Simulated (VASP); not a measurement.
A run of VASP 6.6.1:

Contents of POSCAR:

```
GaSb
1.0
    4.2364760000      0.0000000000      0.0000000000
   -0.2844838720      4.2269135105      0.0000000000
   -0.8583656977     -3.1583953935      2.6898839688
Ga Sb
1 1
Direct
    0.0000000000      0.0000000000      0.0000000000
    0.5000000000      0.5000000000      0.0000000000
```

INCAR.step1

```
PREC     = Accurate       # precision mode
ENCUT    = 520            # plane-wave cutoff, eV
ISMEAR   = -1             # smearing method
SIGMA    = 0.05           # smearing width, eV
LREAL    = F              # projectors in reciprocal space
LASPH    = T              # aspherical terms in the spheres
NELM     = 60             # most SCF steps
NBANDS   = 16             # bands
GGA      = PE             # functional
ALGO     = Normal         # electronic algorithm
EDIFF    = 1E-4           # SCF threshold, eV
LWAVE    = T              # write WAVECAR
LCHARG   = F              # write CHGCAR
```

The input INCAR.step2:

```
PREC     = Accurate       # precision mode
ENCUT    = 520            # plane-wave cutoff, eV
EDIFF    = 1E-6           # SCF threshold, eV
ISMEAR   = -1             # smearing method
SIGMA    = 0.05           # smearing width, eV
LREAL    = F              # projectors in reciprocal space
LASPH    = T              # aspherical terms in the spheres
NELM     = 60             # most SCF steps
ALGO     = Normal         # electronic algorithm
ISIF     = 2              # what is computed and relaxed
LWAVE    = F              # write WAVECAR
LCHARG   = F              # write CHGCAR
METAGGA  = R2SCAN         # meta-GGA
LMIXTAU  = T            
NBANDS   = 16             # bands
ISTART   = 1
```

File KPOINTS:

```
regular mesh
0
Gamma
  3 3 3
```

Potentials or basis: VASP PAW PBE potentials, release 64 (Ga_d, Sb).

The run is started by

```console
$ cat potpaw_PBE.64/Ga_d/POTCAR potpaw_PBE.64/Sb/POTCAR > POTCAR
$ cp INCAR.step1 INCAR
$ mpirun -np 1 vasp_std > vasp.out
$ cp INCAR.step2 INCAR
$ mpirun -np 1 vasp_std > vasp.out
```

Hardware: 1 thread of Intel(R) Xeon(R) Platinum 8488C (Sapphire Rapids), on a shared host.

Task: How long does it take, and how much memory?

Result: Run time: 23 s on 1 thread of Intel(R) Xeon(R) Platinum 8488C (Sapphire Rapids), with other jobs on the host, peak memory 0.19 GiB. Counts: k points 8.
